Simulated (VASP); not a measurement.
# Sn4Se (Fd-3m) in VASP: notebook

Sn4Se is run at these levels: PBE; tasks: single point.

Program: VASP 6.6.1. These are calculated values, not measurements. Logs are shortened: lines on timing, memory, paths and dates and some standing lists are left out, and cuts for length are marked.

### 1 The cell of the first run

It takes space group Fd-3m (No. 227, cubic). The conventional cell has a = 10.691 Å, b = 10.691 Å, c = 10.691 Å, α = 90.00°, β = 90.00°, γ = 90.00°. Sn (site symmetry 3m) has 3 Sn at 2.42 Å and 1 Se at 3.15 Å within 3.2 Å. Within 4.1 Å of Se (site symmetry -43m) lie 4 Sn at 3.15 Å.

### 2 Single point, PBE

INCAR reads:

```
PREC     = Accurate       # precision mode
ENCUT    = 520            # plane-wave cutoff, eV
EDIFF    = 1E-7           # SCF threshold, eV
ISMEAR   = 0              # smearing method
SIGMA    = 0.1            # smearing width, eV
LREAL    = False          # projectors in reciprocal space
LASPH    = True           # aspherical terms in the spheres
NELM     = 80             # most SCF steps
ALGO     = Normal         # electronic algorithm
ISIF     = 2              # what is computed and relaxed
LWAVE    = False          # write WAVECAR
LCHARG   = False          # write CHGCAR
GGA      = PE             # functional
NBANDS   = 73             # bands
```

KPOINTS reads:

```
regular mesh
0
Gamma
  4 4 4
```

POSCAR reads:

```
Sn4Se
1.0
    0.0000000000      5.3455167500      5.3455167500
    5.3455167500      0.0000000000      5.3455167500
    5.3455167500      5.3455167500      0.0000000000
Sn Se
8 2
Direct
    0.3299050200      0.3299050200      0.3299050200
    0.3299050200      0.3299050200      0.0102849300
    0.3299050200      0.0102849300      0.3299050200
    0.0102849300      0.3299050200      0.3299050200
    0.9200949800      0.9200949800      0.2397150700
    0.9200949800      0.9200949800      0.9200949800
    0.9200949800      0.2397150700      0.9200949800
    0.2397150700      0.9200949800      0.9200949800
    0.7500000000      0.7500000000      0.7500000000
    0.5000000000      0.5000000000      0.5000000000
```

Potentials or basis: VASP PAW PBE potentials, release 64 (Sn_d, Se).

Run with:

```console
$ cat potpaw_PBE.64/Sn_d/POTCAR potpaw_PBE.64/Se/POTCAR > POTCAR
$ mpirun -np 1 vasp_std > vasp.out
```

OUTCAR:

```text
PREC = Accurate
   ENCUT = 520
   EDIFF = 1E-7
   ISMEAR = 0
   LREAL = False
   LASPH = True
   NELM = 80
   ISIF = 2
   GGA = PE

 ion  position               nearest neighbor table
   1  0.330  0.330  0.330-   2 2.42   3 2.42   4 2.42  10 3.15
   2  0.330  0.330  0.010-   1 2.42   3 2.42   4 2.42  10 3.15
   3  0.330  0.010  0.330-   1 2.42   2 2.42   4 2.42  10 3.15
   4  0.010  0.330  0.330-   1 2.42   2 2.42   3 2.42  10 3.15
   5  0.920  0.920  0.240-   6 2.42   7 2.42   8 2.42   9 3.15
   6  0.920  0.920  0.920-   5 2.42   7 2.42   8 2.42   9 3.15
   7  0.920  0.240  0.920-   5 2.42   6 2.42   8 2.42   9 3.15
   8  0.240  0.920  0.920-   5 2.42   6 2.42   7 2.42   9 3.15
   9  0.750  0.750  0.750-   7 3.15   8 3.15   5 3.15   6 3.15
  10  0.500  0.500  0.500-   4 3.15   3 3.15   2 3.15   1 3.15

  LATTYP: Found a face centered cubic cell.
 ALAT       =    10.6910335000

  Lattice vectors:

 A1 = (   0.0000000000,   5.3455167500,   5.3455167500)
 A2 = (   5.3455167500,   0.0000000000,   5.3455167500)
 A3 = (   5.3455167500,   5.3455167500,   0.0000000000)

Analysis of symmetry for initial positions (statically):
[... 6 lines left out ...]

 Subroutine GETGRP returns: Found 48 space group operations
 (whereof 24 operations were pure point group operations)
 out of a pool of 48 trial point group operations.

The static configuration has the point symmetry T_d .
 The point group associated with its full space group is O_h .

Analysis of symmetry for dynamics (positions and initial velocities):
[... 6 lines left out ...]

 Subroutine GETGRP returns: Found 48 space group operations
 (whereof 24 operations were pure point group operations)
 out of a pool of 48 trial point group operations.

The dynamic configuration has the point symmetry T_d .
 The point group associated with its full space group is O_h .

 Subroutine INISYM returns: Found 48 space group operations
 (whereof 24 operations are pure point group operations),
 and found     1 'primitive' translations

----------------------------------------------------------------------------------------

                                     Primitive cell

  volume of cell :     305.4915

  direct lattice vectors                    reciprocal lattice vectors
     0.000000000  5.345516750  5.345516750    -0.093536326  0.093536326  0.093536326
[... 88 lines left out ...]
   NSW    =      0    number of steps for IOM
   IBRION =     -1    ionic relax: 0-MD 1-quasi-New 2-CG
   NFREE  =      0    steps in history (QN), initial steepest desc. (CG)
   ISIF   =      2    stress and relaxation
   ISYM   =      2    0-nonsym 1-usesym 2-fastsym
   POTIM  = 0.5000    time-step for ionic-motion
   TEBEG  =    0.0;   TEEND  =   0.0 temperature during run
   PSTRESS=    0.0 pullay stress
   NELECT =     124.0000    total number of electrons
   NUPDOWN=      -1.0000    fix difference up-down
   EMIN   =  10.00;   EMAX   =-10.00  energy-range for DOS
   EFERMI =   0.00;   METHOD = LEGACY
   ISMEAR =     0;   SIGMA  =   0.10  broadening in eV -4-tet -1-fermi 0-gaus
   EFERMI_NEDOS =   21; number of points for ismear=-14 and -15
   IALGO  =     38    algorithm
   IMIX   =      4    mixing-type and parameters
     AMIX     =   0.40;   BMIX     =  1.00
     AMIX_MAG =   1.60;   BMIX_MAG =  1.00
  volume/ion in A,a.u.               =      30.55       206.16
  Fermi-wavevector in a.u.,A,eV,Ry     =   1.212130  2.290593 19.990469  1.469258
  Thomas-Fermi vector in A             =   2.347623
   LORBIT       =      0    0 simple, 1 ext, 2 COOP (PROOUT), +10 PAW based schemes
   GGA     = PE    functional components
   LHFCALC =     F    Hartree Fock is set to
   AEXX    =    0.0000 exact exchange contribution
   IVDW    =     0    specifies the selected vdW correction
   LEPSILON=     F    determine dielectric tensor
   LRPA    =     F    only Hartree local field effects (RPA)
 non-spin polarized calculation
 Gauss-broadening in eV      SIGMA  =   0.10
  energy-cutoff  :      520.00
  volume of cell :      305.49
 maximum number of plane-waves:      8291
   NGX = 29   NGY = 29   NGZ = 29

 number of electron     123.9999938 magnetization

 Free energy of the ion-electron system (eV)
  ---------------------------------------------------
  ext. energy  EPLUGINS =         0.00000000
  ---------------------------------------------------
  free energy    TOTEN  =       -17.92952036 eV

  energy without entropy =      -17.87621519  energy(sigma->0) =      -17.90286778

 E-fermi :   5.4260     XC(G=0):  -9.2230

 val. band max:        5.4158356663   @ k =   0.2500   0.2500   0.0000
 cond. band min:       5.4465408188   @ k =   0.0000   0.0000   0.0000
 fundamental gap:      0.0307051525
 Fermi energy:         5.4259689812

 k-point     1 :       0.0000    0.0000    0.0000
  band No.  band energies     occupation
      1     -17.8930      2.00000
      2     -17.8855      2.00000
      3     -17.2830      2.00000
      4     -17.2830      2.00000
      5     -17.2830      2.00000
      6     -17.2757      2.00000
[... 597 lines left out ...]
     72       9.3246      0.00000
     73      10.2479      0.00000

------------------------ aborting loop because EDIFF is reached ----------------------------------------

  FORCE on cell =-STRESS in cart. coord.  units (eV):
  Direction    XX          YY          ZZ          XY          YZ          ZX
  --------------------------------------------------------------------------------------
  -------------------------------------------------------------------------------------
  Total       46.5950482     46.5950482     46.5950482      0.0000000      0.0000000      0.0000000
  in kB      244.3719014    244.3719014    244.3719014      0.0000000      0.0000000      0.0000000
  external PRESSURE =     244.3719014 kB  Pullay stress =       0.0000000 kB

 VOLUME and BASIS-vectors are now :
 -----------------------------------------------------------------------------
  energy-cutoff  :      520.00
  volume of cell :      305.49
      direct lattice vectors                 reciprocal lattice vectors
     0.000000000  5.345516750  5.345516750    -0.093536326  0.093536326  0.093536326
     5.345516750  0.000000000  5.345516750     0.093536326 -0.093536326  0.093536326
     5.345516750  5.345516750  0.000000000     0.093536326  0.093536326 -0.093536326

 POSITION                                       TOTAL-FORCE (eV/Angst)
 -----------------------------------------------------------------------------------
      3.52703      3.52703      3.52703         8.536260      8.536260      8.536260
      1.81849      1.81849      3.52703        -8.536260     -8.536260      8.536260
      1.81849      3.52703      1.81849        -8.536260      8.536260     -8.536260
      3.52703      1.81849      1.81849         8.536260     -8.536260     -8.536260
      6.19978      6.19978      9.83677         8.536260      8.536260     -8.536260
      9.83677      9.83677      9.83677        -8.536260     -8.536260     -8.536260
      6.19978      9.83677      6.19978         8.536260     -8.536260      8.536260
      9.83677      6.19978      6.19978        -8.536260      8.536260      8.536260
      8.01828      8.01828      8.01828         0.000000     -0.000000      0.000000
      5.34552      5.34552      5.34552         0.000000      0.000000      0.000000
 -----------------------------------------------------------------------------------
    total drift:                               -0.000000     -0.000000     -0.000000

  FREE ENERGIE OF THE ION-ELECTRON SYSTEM (eV)
  ---------------------------------------------------
  free  energy   TOTEN  =       -17.9295203636 eV

  energy  without entropy=      -17.8762151894  energy(sigma->0) =      -17.90286778
```

Run time: 2.6 min. Hardware: 1 thread of Intel Xeon 6975P-C (Granite Rapids), shared host; peak memory 0.47 GiB.

What came out:

| Item | Value |
| --- | --- |
| Free energy | -17.9295 eV |
| Pressure | 24.4 GPa |
| Largest force | 14.785 eV/Å |
| Band gap on the k mesh | zero (band 62 reaches 6.02 eV, above the bottom of band 63 at 5.32 eV) |

Forces on the atoms (eV/Å):
```
Sn   8.536  8.536  8.536
Sn  -8.536 -8.536  8.536
Sn  -8.536  8.536 -8.536
Sn   8.536 -8.536 -8.536
Sn   8.536  8.536 -8.536
Sn  -8.536 -8.536 -8.536
Sn   8.536 -8.536  8.536
Sn  -8.536  8.536  8.536
Se   0.000  0.000  0.000
Se   0.000  0.000  0.000
```

Levels at points of the mesh, in eV from the Fermi level:
| k point | band 59 | band 60 | band 61 | band 62 | band 63 | band 64 | band 65 | band 66 |
| --- | --- | --- | --- | --- | --- | --- | --- | --- |
| (0.00, 0.00, 0.00) | -2.09 | 0.02 | 0.60 | 0.60 | 0.60 | 1.32 | 1.32 | 1.32 |
| (0.50, 0.00, 0.00) | -0.94 | -0.91 | -0.21 | -0.21 | 0.12 | 0.26 | 0.74 | 0.74 |
| (0.50, 0.50, 0.00) | -0.93 | -0.93 | -0.48 | -0.48 | 0.66 | 0.66 | 0.68 | 0.68 |

Caveat: spin-orbit coupling is left out, which moves the levels of the heavy elements; forces of over 1 eV/Å act on the atoms, so gaps and moduli don't describe the material at rest.

(Part 1 of 3 ends here.)
